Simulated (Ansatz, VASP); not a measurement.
# Two plane-wave programs on HfO2

Contents of INCAR:

```
  PREC = Accurate
  ENCUT = 520
  EDIFF = 1E-7
  ISMEAR = 0
  SIGMA = 0.05
  LREAL = F
  LASPH = T
  NELM = 60
  ALGO = Normal
  ISIF = 2
  LWAVE = F
  LCHARG = T
  GGA = PE
  LELF = T
  LVHAR = T
  NBANDS = 18
```

The input KPOINTS:

```
Automatic mesh
0
Gamma
  8 8 8
```

POSCAR

```
HfO2
1.0
    0.0000000000      2.6508762353      2.5489194570
    2.4808633075      0.0000000000      2.5489194570
    2.4808633075      2.6508762353      0.0000000000
Hf O
1 2
Direct
    0.0000000000      0.0000000000      0.0000000000
    0.2500000000      0.2500000000      0.2500000000
    0.7500000000      0.7500000000      0.7500000000
```

Input for Ansatz:

```yaml
crystal:
  lattice:
    - [0.0, 2.6508762353, 2.548919457]
    - [2.4808633075, 0.0, 2.548919457]
    - [2.4808633075, 2.6508762353, 0.0]
  atoms:
    - { symbol: Hf, position: [0.0, 0.0, 0.0] }
    - { symbol: O, position: [0.25, 0.25, 0.25] }
    - { symbol: O, position: [0.75, 0.75, 0.75] }
basis:
  ecutwfc: 520.0
kpoints:
  mp_grid: { grid: [8, 8, 8] }
hamiltonian:
  xc: pbe
  pseudopotentials: { kind: paw, azcp: { folder: soft_1 } }
scf:
  occupations: { method: gaussian, width: 0.05 }
output:
  forces: true
  stress: true
  eigenvalues: true
```

Change from the starting cell: normal strain along x -0.0267, normal strain along y +0.0400.

Alike in both runs: task single point; functional PBE; k mesh 8 × 8 × 8; occupations gaussian, width 0.05 eV; no spin polarisation.

```csv
,VASP,Ansatz
version,VASP 6.6.1,Ansatz 0.2.0
potentials or method,"VASP PAW PBE potentials, release 64 (Hf_pv, O), cutoff 520 eV","scalar-relativistic, plane waves, PAW"
valence electrons in the cell,22,38
```

|  | VASP | Ansatz | Ansatz less VASP |
| --- | --- | --- | --- |
| gap on the k mesh at the Fermi level (eV) | 3.03 | 3.05 | +0.015 |
| least direct gap on the mesh (eV) | 3.27 | 3.27 | +0.003 |
| pressure (GPa) | -6.3 | -2.8 | +3.52 |
| traceless stress, the component that is largest in VASP (GPa) | -16.03 | -15.76 | +0.267 |

The functional is the same, so the differences come from potentials, cutoffs and numerics. VASP's potentials hold 22 valence electrons a cell and Ansatz's 38, so a difference there can come from the potentials and not from the codes.

Spin-orbit coupling is off throughout.
